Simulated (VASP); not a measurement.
# BeS (zincblende type) (F-43m) in VASP: notebook

BeS (zincblende type) is run at these levels: r2SCAN; tasks: single point.

All numbers are computed with VASP 6.6.1; they aren't measurements. Logs are shortened: lines on timing, memory, paths and dates and some standing lists are left out, and cuts for length are marked.

**1. The cell of the first run**

The structure is cubic, space group F-43m (No. 216). Conventional cell: a = 4.594 Å, b = 4.594 Å, c = 4.594 Å, α = 90.00°, β = 90.00°, γ = 90.00°. Within 2.6 Å of Be (site symmetry -43m) lie 4 S at 1.99 Å. Within 2.6 Å of S (site symmetry -43m) lie 4 Be at 1.99 Å.

**2. Single point, r2SCAN (volume scaled by 0.84)**

POSCAR

```
BeS
1.0
    0.0000000000      2.2968006098      2.2968006098
    2.2968006098      0.0000000000      2.2968006098
    2.2968006098      2.2968006098      0.0000000000
Be S
1 1
Direct
    0.0000000000      0.0000000000      0.0000000000
    0.2500000000      0.2500000000      0.2500000000
```

INCAR.step1

```
SYSTEM = BeS
ALGO = Normal
EDIFF = 1E-4
ENCUT = 520
GGA = PE
ISMEAR = -1
LASPH = .TRUE.
LCHARG = .FALSE.
LREAL = .FALSE.
LWAVE = .TRUE.
NBANDS = 11
NELM = 100
PREC = Accurate
SIGMA = 0.05
```

INCAR.step2

```
SYSTEM = BeS
ALGO = Normal
EDIFF = 1E-6
ENCUT = 520
ISIF = 2
ISMEAR = -1
ISTART = 1
LASPH = .TRUE.
LCHARG = .FALSE.
LMIXTAU = .TRUE.
LREAL = .FALSE.
LWAVE = .FALSE.
METAGGA = R2SCAN
NBANDS = 11
NELM = 100
PREC = Accurate
SIGMA = 0.05
```

KPOINTS

```
k-points
0
G
  15 15 15
  0 0 0
```

Potentials or basis: VASP PAW PBE potentials, release 64 (Be, S).

Started as:

```bash
cat potpaw_PBE.64/Be/POTCAR potpaw_PBE.64/S/POTCAR > POTCAR
cp INCAR.step1 INCAR
mpirun -np 1 vasp_std > vasp.out
cp INCAR.step2 INCAR
mpirun -np 1 vasp_std > vasp.out
```

OUTCAR:

```text
SYSTEM = BeS
   EDIFF = 1E-6
   ENCUT = 520
   ISIF = 2
   ISMEAR = -1
   ISTART = 1
   LASPH = .TRUE.
   LREAL = .FALSE.
   METAGGA = R2SCAN
   NELM = 100
   PREC = Accurate

 ion  position               nearest neighbor table
   1  0.000  0.000  0.000-   2 1.99   2 1.99   2 1.99   2 1.99
   2  0.250  0.250  0.250-   1 1.99   1 1.99   1 1.99   1 1.99

  LATTYP: Found a face centered cubic cell.
 ALAT       =     4.5936012196

  Lattice vectors:

 A1 = (   0.0000000000,   2.2968006098,   2.2968006098)
 A2 = (   2.2968006098,   0.0000000000,   2.2968006098)
 A3 = (   2.2968006098,   2.2968006098,   0.0000000000)

Analysis of symmetry for initial positions (statically):
=====================================================================
 Subroutine PRICEL returns:
 Original cell was already a primitive cell.

 Routine SETGRP: Setting up the symmetry group for a
 face centered cubic supercell.

 Subroutine GETGRP returns: Found 24 space group operations
 (whereof 24 operations were pure point group operations)
 out of a pool of 48 trial point group operations.

The static configuration has the point symmetry T_d .

Analysis of symmetry for dynamics (positions and initial velocities):
=====================================================================
 Subroutine PRICEL returns:
 Original cell was already a primitive cell.

 Routine SETGRP: Setting up the symmetry group for a
 face centered cubic supercell.

 Subroutine GETGRP returns: Found 24 space group operations
 (whereof 24 operations were pure point group operations)
 out of a pool of 48 trial point group operations.

The dynamic configuration has the point symmetry T_d .

 Subroutine INISYM returns: Found 24 space group operations
 (whereof 24 operations are pure point group operations),
 and found     1 'primitive' translations

----------------------------------------------------------------------------------------

                                     Primitive cell

  volume of cell :      24.2326

  direct lattice vectors                    reciprocal lattice vectors
     0.000000000  2.296800610  2.296800610    -0.217694125  0.217694125  0.217694125
     2.296800610  0.000000000  2.296800610     0.217694125 -0.217694125  0.217694125
     2.296800610  2.296800610  0.000000000     0.217694125  0.217694125 -0.217694125

  length of vectors
     3.248166572  3.248166572  3.248166572     0.377057286  0.377057286  0.377057286

  position of ions in fractional coordinates (direct lattice)
     0.000000000  0.000000000  0.000000000
     0.250000000  0.250000000  0.250000000

  ion indices of the primitive-cell ions
   primitive index   ion index
                 1           1
                 2           2

----------------------------------------------------------------------------------------

 KPOINTS: k-points

Automatic generation of k-mesh.
 Grid dimensions read from file:
 generate k-points for:   15   15   15

 Generating k-lattice:

  Cartesian coordinates                     Fractional coordinates (reciprocal lattice)
    -0.014512942  0.014512942  0.014512942     0.066666667  0.000000000  0.000000000
     0.014512942 -0.014512942  0.014512942     0.000000000  0.066666667  0.000000000
     0.014512942  0.014512942 -0.014512942     0.000000000  0.000000000  0.066666667

  Length of vectors
     0.025137152  0.025137152  0.025137152

  Shift w.r.t. Gamma in fractional coordinates (k-lattice)
     0.000000000  0.000000000  0.000000000

 Subroutine IBZKPT returns following result:
 ===========================================

 Found    120 irreducible k-points:

 Following reciprocal coordinates:
            Coordinates               Weight
  0.000000  0.000000  0.000000      1.000000
  0.066667  0.000000  0.000000      8.000000
  0.133333  0.000000  0.000000      8.000000
  0.200000  0.000000  0.000000      8.000000
  0.266667  0.000000  0.000000      8.000000
  0.333333  0.000000  0.000000      8.000000
[... 16 lines left out ...]
  0.133333  0.133333  0.000000      6.000000
  0.200000  0.133333  0.000000     24.000000
 [... further k-points ...]
   k-points           NKPTS =    120   k-points in BZ     NKDIM =    120   number of bands    NBANDS=     11
   number of dos      NEDOS =    301   number of ions     NIONS =      2
   total plane-waves  NPLWV =  13824
   dimension x,y,z NGX =    24 NGY =   24 NGZ =   24
   dimension x,y,z NGXF=    48 NGYF=   48 NGZF=   48
   ions per type =               1   1
   NGX,Y,Z   is equivalent  to a cutoff of  12.28, 12.28, 12.28 a.u.
   NGXF,Y,Z  is equivalent  to a cutoff of  24.57, 24.57, 24.57 a.u.
 SYSTEM =  BeS
   PREC   = accura    normal or accurate (medium, high low for compatibility)
   ISTART =      1    job   : 0-new  1-cont  2-samecut
   ICHARG =      0    charge: 1-file 2-atom 10-const
   ISPIN  =      1    spin polarized calculation?
   LNONCOLLINEAR =      F non collinear calculations
   LSORBIT =      F    spin-orbit coupling
   LASPH  =      T    aspherical Exc in radial PAW
   ENCUT  =  520.0 eV  38.22 Ry    6.18 a.u.   6.04  6.04  6.04*2*pi/ulx,y,z
   NELM   =    100;   NELMIN=  2; NELMDL=  0     # of ELM steps
   EDIFF  = 0.1E-05   stopping-criterion for ELM
   LREAL  =      F    real-space projection
   EDIFFG = 0.1E-04   stopping-criterion for IOM
   NSW    =      0    number of steps for IOM
   IBRION =     -1    ionic relax: 0-MD 1-quasi-New 2-CG
   NFREE  =      0    steps in history (QN), initial steepest desc. (CG)
   ISIF   =      2    stress and relaxation
   ISYM   =      2    0-nonsym 1-usesym 2-fastsym
   POTIM  = 0.5000    time-step for ionic-motion
   TEBEG  =    0.0;   TEEND  =   0.0 temperature during run
   PSTRESS=    0.0 pullay stress
   NELECT =       8.0000    total number of electrons
   NUPDOWN=      -1.0000    fix difference up-down
   EMIN   =  10.00;   EMAX   =-10.00  energy-range for DOS
   EFERMI =   0.00;   METHOD = LEGACY
   ISMEAR =    -1;   SIGMA  =   0.05  broadening in eV -4-tet -1-fermi 0-gaus
   EFERMI_NEDOS =   21; number of points for ismear=-14 and -15
   IALGO  =     38    algorithm
   IMIX   =      4    mixing-type and parameters
     AMIX     =   0.40;   BMIX     =  1.00
     AMIX_MAG =   1.60;   BMIX_MAG =  1.00
  volume/ion in A,a.u.               =      12.12        81.76
  Fermi-wavevector in a.u.,A,eV,Ry     =   1.131457  2.138144 17.418121  1.280196
  Thomas-Fermi vector in A             =   2.268156
   LORBIT       =      0    0 simple, 1 ext, 2 COOP (PROOUT), +10 PAW based schemes
   METAGGA = R2SCAN    functional components
   LHFCALC =     F    Hartree Fock is set to
   AEXX    =    0.0000 exact exchange contribution
   IVDW    =     0    specifies the selected vdW correction
   LEPSILON=     F    determine dielectric tensor
   LRPA    =     F    only Hartree local field effects (RPA)
 non-spin polarized calculation
  energy-cutoff  :      520.00
  volume of cell :       24.23
 maximum number of plane-waves:       666
   NGX = 13   NGY = 13   NGZ = 13

 number of electron       8.0000000 magnetization

 Free energy of the ion-electron system (eV)
  ---------------------------------------------------
  ext. energy  EPLUGINS =         0.00000000
  ---------------------------------------------------
  free energy    TOTEN  =       -14.48198477 eV

  energy without entropy =      -14.48198477  energy(sigma->0) =      -14.48198477

 E-fermi :   6.8261     XC(G=0): -10.9134

 val. band max:        5.8190078089   @ k =   0.0000   0.0000   0.0000
 cond. band min:       8.9985859539   @ k =   0.4667   0.4667   0.0000
 fundamental gap:      3.1795781450
 Fermi energy:         6.8261208703

 k-point     1 :       0.0000    0.0000    0.0000
  band No.  band energies     occupation
      1      -9.7402      2.00000
      2       5.8190      2.00000
      3       5.8190      2.00000
      4       5.8190      2.00000
      5      11.9060      0.00000
      6      11.9060      0.00000
      7      11.9060      0.00000
      8      14.0727      0.00000
      9      19.5313      0.00000
     10      19.5313      0.00000
     11      23.0941      0.00000

 k-point     2 :       0.0667    0.0000    0.0000
  band No.  band energies     occupation
      1      -9.6749      2.00000
      2       5.3470      2.00000
      3       5.7366      2.00000
      4       5.7366      2.00000
      5      12.0518      0.00000
      6      12.0518      0.00000
      7      12.0535      0.00000
      8      14.4103      0.00000
      9      19.2363      0.00000
     10      19.2363      0.00000
     11      22.8575      0.00000

 k-point     3 :       0.1333    0.0000    0.0000
  band No.  band energies     occupation
      1      -9.4821      2.00000
      2       4.2209      2.00000
      3       5.5234      2.00000
      4       5.5234      2.00000
      5      12.2654      0.00000
      6      12.4167      0.00000
      7      12.4167      0.00000
      8      15.3359      0.00000
      9      18.7055      0.00000
     10      18.7055      0.00000
     11      22.4324      0.00000

 k-point     4 :       0.2000    0.0000    0.0000
  band No.  band energies     occupation
      1      -9.1721      2.00000
      2       2.8555      2.00000
      3       5.2501      2.00000
      4       5.2501      2.00000
      5      12.3907      0.00000
      6      12.8117      0.00000
      7      12.8117      0.00000
      8      16.5066      0.00000
      9      18.4286      0.00000
     10      18.4286      0.00000
     11      22.1158      0.00000

 k-point     5 :       0.2667    0.0000    0.0000
  band No.  band energies     occupation
      1      -8.7668      2.00000
      2       1.4878      2.00000
      3       4.9798      2.00000
      4       4.9798      2.00000
      5      12.4552      0.00000
      6      13.0296      0.00000
      7      13.0296      0.00000
      8      17.5425      0.00000
      9      18.6992      0.00000
     10      18.6992      0.00000
     11      22.0896      0.00000
[... 211 lines left out ...]
 k-point    21 :      -0.1333    0.0667    0.0000
  band No.  band energies     occupation
      1      -9.3350      2.00000
      2       3.7220      2.00000
      3       4.9130      2.00000
      4       5.5980      2.00000
      5      12.4055      0.00000
      6      12.4383      0.00000
      7      12.9380      0.00000
      8      15.7411      0.00000
      9      17.8887      0.00000
     10      19.1478      0.00000
     11      22.7421      0.00000

 k-point    22 :      -0.0667    0.0667    0.0000
  band No.  band energies     occupation
      1      -9.5671      2.00000
      2       4.8281      2.00000
      3       5.3090      2.00000
      4       5.7487      2.00000
      5      12.1048      0.00000
      6      12.1731      0.00000
      7      12.5102      0.00000
      8      14.8998      0.00000
      9      18.5084      0.00000
     10      19.2585      0.00000
     11      22.8775      0.00000

 k-point    23 :       0.1333    0.1333    0.0000
  band No.  band energies     occupation
      1      -9.3961      2.00000
      2       4.6454      2.00000
      3       4.9467      2.00000
      4       4.9467      2.00000
      5      11.4169      0.00000
      6      13.2958      0.00000
      7      13.2958      0.00000
      8      14.9854      0.00000
      9      17.5544      0.00000
     10      19.9802      0.00000
     11      23.6919      0.00000

 k-point    24 :       0.2000    0.1333    0.0000
  band No.  band energies     occupation
      1      -9.1674      2.00000
      2       3.6478      2.00000
      3       4.6061      2.00000
      4       4.8288      2.00000
      5      11.3958      0.00000
      6      13.7655      0.00000
      7      13.8899      0.00000
      8      14.8523      0.00000
      9      17.8873      0.00000
     10      20.0550      0.00000
     11      23.7630      0.00000

 [... further k-points ...]

------------------------ aborting loop because EDIFF is reached ----------------------------------------

  FORCE on cell =-STRESS in cart. coord.  units (eV):
  Direction    XX          YY          ZZ          XY          YZ          ZX
  --------------------------------------------------------------------------------------
  -------------------------------------------------------------------------------------
  Total        3.5892885      3.5892885      3.5892885     -0.0000000      0.0000000      0.0000000
  in kB      237.3116566    237.3116566    237.3116566     -0.0000000      0.0000000      0.0000000
  external PRESSURE =     237.3116566 kB  Pullay stress =       0.0000000 kB

 VOLUME and BASIS-vectors are now :
 -----------------------------------------------------------------------------
  energy-cutoff  :      520.00
  volume of cell :       24.23
      direct lattice vectors                 reciprocal lattice vectors
     0.000000000  2.296800610  2.296800610    -0.217694125  0.217694125  0.217694125
     2.296800610  0.000000000  2.296800610     0.217694125 -0.217694125  0.217694125
     2.296800610  2.296800610  0.000000000     0.217694125  0.217694125 -0.217694125

 POSITION                                       TOTAL-FORCE (eV/Angst)
 -----------------------------------------------------------------------------------
      0.00000      0.00000      0.00000         0.000000      0.000000     -0.000000
      1.14840      1.14840      1.14840        -0.000000     -0.000000      0.000000
 -----------------------------------------------------------------------------------
    total drift:                                0.000000      0.000000      0.000000

  FREE ENERGIE OF THE ION-ELECTRON SYSTEM (eV)
  ---------------------------------------------------
  free  energy   TOTEN  =       -14.4819847652 eV

  energy  without entropy=      -14.4819847652  energy(sigma->0) =      -14.48198477
```

It took 42 s on 1 thread of Intel Xeon Platinum 8488C (Sapphire Rapids), shared host; peak memory 0.15 GiB.

What came out:

- Free energy: -14.4820 eV
- Pressure: 23.7 GPa
- Band gap on the k mesh: 3.18 eV, indirect (least direct gap 6.09 eV)

Levels at points of the mesh, in eV from the valence-band top:
| k point | band 2 | band 3 | band 4 | band 5 | band 6 | band 7 |
| --- | --- | --- | --- | --- | --- | --- |
| (0.00, 0.00, 0.00) | 0.00 | 0.00 | 0.00 | 6.09 | 6.09 | 6.09 |

Caveat: the cell differs from its parent crystal (volume scaled by 0.84); the PAW data sets were made with another functional, which shifts forces and pressure a little. A k mesh can miss the band edges.

**3. Single point, r2SCAN (volume scaled by 0.92)**

POSCAR

```
BeS
1.0
    0.0000000000      2.3675153777      2.3675153777
    2.3675153777      0.0000000000      2.3675153777
    2.3675153777      2.3675153777      0.0000000000
Be S
1 1
Direct
    0.0000000000      0.0000000000      0.0000000000
    0.2500000000      0.2500000000      0.2500000000
```

INCAR.step1

```
PREC     = Accurate       # precision mode
ENCUT    = 520            # plane-wave cutoff, eV
ISMEAR   = -1             # smearing method
SIGMA    = 0.05           # smearing width, eV
LREAL    = F              # projectors in reciprocal space
LASPH    = T              # aspherical terms in the spheres
NELM     = 80             # most SCF steps
NBANDS   = 11             # bands
GGA      = PE             # functional
ALGO     = Normal         # electronic algorithm
EDIFF    = 1E-4           # SCF threshold, eV
LWAVE    = T              # write WAVECAR
LCHARG   = F              # write CHGCAR
```

INCAR.step2

```
PREC     = Accurate       # precision mode
ENCUT    = 520            # plane-wave cutoff, eV
EDIFF    = 1E-7           # SCF threshold, eV
ISMEAR   = -1             # smearing method
SIGMA    = 0.05           # smearing width, eV
LREAL    = F              # projectors in reciprocal space
LASPH    = T              # aspherical terms in the spheres
NELM     = 80             # most SCF steps
ALGO     = Normal         # electronic algorithm
ISIF     = 2              # what is computed and relaxed
LWAVE    = F              # write WAVECAR
LCHARG   = T              # write CHGCAR
METAGGA  = R2SCAN         # meta-GGA
LMIXTAU  = T            
LELF     = T              # ELF
LVHAR    = T            
NBANDS   = 11             # bands
ISTART   = 1
```

KPOINTS

```
regular mesh
0
Gamma
  15 15 15
```

Potentials or basis: VASP PAW PBE potentials, release 64 (Be, S).

Started as:

```bash
cat potpaw_PBE.64/Be/POTCAR potpaw_PBE.64/S/POTCAR > POTCAR
cp INCAR.step1 INCAR
mpirun -np 1 vasp_std > vasp.out
cp INCAR.step2 INCAR
mpirun -np 1 vasp_std > vasp.out
```

Wall time 1.7 min (1 thread of Intel Xeon Platinum 8488C (Sapphire Rapids), shared host); peak memory 0.18 GiB.

Results (log left out):

```
Free energy            : -14.7178 eV
Pressure               : 9.8 GPa
Band gap on the k mesh : 3.44 eV, indirect (least direct gap 6.20 eV)
```

Levels at points of the mesh, in eV from the valence-band top:
```tsv
k point	band 1	band 2	band 3	band 4	band 5	band 6	band 7	band 8	band 9
(0.00, 0.00, 0.00)	-14.82	0.00	0.00	0.00	6.20	6.20	6.20	7.36	13.56
```

Caveat: the cell differs from its parent crystal (volume scaled by 0.92); the PAW data sets were made with another functional, which shifts forces and pressure a little. A k mesh can miss the band edges.

**4. Single point, r2SCAN**

This run uses another cell than the first one, of 14.42 Å³/atom, 1.190 times its volume.

POSCAR

```
BeS
1.0
    0.0000000000      2.4342407746      2.4342407746
    2.4342407746      0.0000000000      2.4342407746
    2.4342407746      2.4342407746      0.0000000000
Be S
1 1
Direct
    0.0000000000      0.0000000000      0.0000000000
    0.2500000000      0.2500000000      0.2500000000
```

INCAR.step1

```
  ALGO = Normal
  EDIFF = 1E-4
  ENCUT = 520
  GGA = PE
  ISMEAR = -1
  LASPH = True
  LCHARG = False
  LREAL = False
  LWAVE = True
  NBANDS = 11
  NELM = 80
  PREC = Accurate
  SIGMA = 0.05
```

INCAR.step2

```
  ALGO = Normal
  EDIFF = 1E-7
  ENCUT = 520
  ISIF = 2
  ISMEAR = -1
  ISTART = 1
  LASPH = True
  LCHARG = True
  LELF = True
  LMIXTAU = True
  LREAL = False
  LVHAR = True
  LWAVE = False
  METAGGA = R2SCAN
  NBANDS = 11
  NELM = 80
  PREC = Accurate
  SIGMA = 0.05
```

KPOINTS

```
k-points
0
Gamma
  15 15 15
```

Started as:

```bash
cat potpaw_PBE.64/Be/POTCAR potpaw_PBE.64/S/POTCAR > POTCAR
cp INCAR.step1 INCAR
mpirun -np 1 vasp_std > vasp.out
cp INCAR.step2 INCAR
mpirun -np 1 vasp_std > vasp.out
```

Wall time 1.7 min (1 thread of Intel Xeon Platinum 8488C (Sapphire Rapids), shared host); peak memory 0.18 GiB.

Results (log left out):

* Free energy: -14.7867 eV
* Pressure: 0.3 GPa
* Band gap on the k mesh: 3.63 eV, indirect (least direct gap 6.26 eV)

Levels at points of the mesh, in eV from the valence-band top:
```csv
k point,band 1,band 2,band 3,band 4,band 5,band 6,band 7,band 8
"(0.00, 0.00, 0.00)",-14.22,0.00,0.00,0.00,6.26,6.26,6.26,6.59
```

Caveat: the PAW data sets were made with another functional, which shifts forces and pressure a little. r2SCAN opens gaps a little over a GGA but as a rule still falls short of measured ones.

**5. Overview**

| cell | gap on the mesh (eV) | pressure (GPa) |
| --- | --- | --- |
| a = 3.248 Å, angles 60.0°, 2 atoms | 3.18 | 23.7 |
| a = 3.348 Å, angles 60.0°, 2 atoms | 3.44 | 9.8 |
| a = 3.443 Å, angles 60.0°, 2 atoms | 3.63 | 0.3 |

Alike in all rows: task single point; level r2SCAN; potentials or basis VASP PAW PBE potentials, release 64 (Be, S); no spin polarisation; k mesh 15 × 15 × 15; cutoff (eV) 520; smearing fermi-dirac 0.05 eV.

Caveats: the PAW data sets were made with another functional, which shifts forces and pressure a little.

Total energies depend on the potentials used, so only differences within one code and one set of settings carry meaning.
